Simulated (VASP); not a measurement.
**SiB5C: single point with PBE**

Crystal: SiB5C.

```
Si B C
1.0
     4.32622   -3.08200   -0.00522
     4.32622    3.08200   -0.00522
    -2.32769    0.00000    4.79148
Si B C
2 10 2
Cartesian
  2.0676 0.0000 2.8154
  4.2571 0.0000 1.9656
  -0.8367 0.9524 4.7166
  -0.8367 -0.9524 4.7166
  -1.4596 0.0000 3.2383
  1.9581 1.6765 3.8983
  1.9581 -1.6765 3.8983
  7.1614 0.9524 0.0644
  7.1614 -0.9524 0.0644
  7.7843 0.0000 1.5428
  4.3667 1.6765 0.8827
  4.3667 -1.6765 0.8827
  0.9129 0.0000 1.2791
  5.4119 0.0000 3.5020
```

```json
{"Program": "VASP 6.6.1", "Task": "single point", "Functional": "PBE", "Potentials or basis": "VASP PAW PBE potentials, release 64 (Si, B, C)", "Cutoff": "520 eV", "k mesh": "6 × 6 × 6", "Occupations": "gaussian, width 0.02 eV", "Spin": "no spin polarisation"}
```

```yaml
Pressure: -5.5 GPa
Largest_force: 0.015 eV/Å
Band_gap_on_the_k_mesh: 2.49 eV (least direct gap 2.74 eV)
```

Forces in eV/Å, atoms in the order of the input:
```
Si   0.007  0.000 -0.006
Si  -0.007  0.000  0.006
B    0.012  0.005  0.002
B    0.012 -0.005  0.002
B    0.002  0.000 -0.014
B    0.001 -0.013 -0.007
B    0.001  0.013 -0.007
B   -0.012  0.005 -0.002
B   -0.012 -0.005 -0.002
B   -0.002  0.000  0.014
B   -0.001 -0.013  0.007
B   -0.001  0.013  0.007
C    0.009  0.000  0.011
C   -0.009  0.000 -0.011
```

Levels at points of the mesh, in eV from the valence-band top:
```
           k point  band 21  band 22  band 23  band 24  band 25  band 26
(0.00, 0.00, 0.00)    -0.98    -0.34    -0.04     3.47     4.03     4.20
(0.50, 0.00, 0.00)    -1.14    -0.87    -0.40     2.65     2.92     3.75
(0.50, 0.50, 0.00)    -1.37    -0.37    -0.25     2.73     3.90     3.96
(0.00, 0.00, 0.50)    -1.48    -0.41    -0.25     2.49     3.58     3.98
(0.50, 0.00, 0.50)    -0.96    -0.68    -0.39     2.52     3.69     4.57
(0.50, 0.50, 0.50)    -0.76    -0.54    -0.11     2.83     2.92     3.56
```

It took 3.3 min on 1 thread of AMD EPYC 9R45 96-Core Processor (Zen 5) (shared host), peak memory 0.36 GiB.

Caveat: the cell stands under tension. A k mesh can miss the band edges.
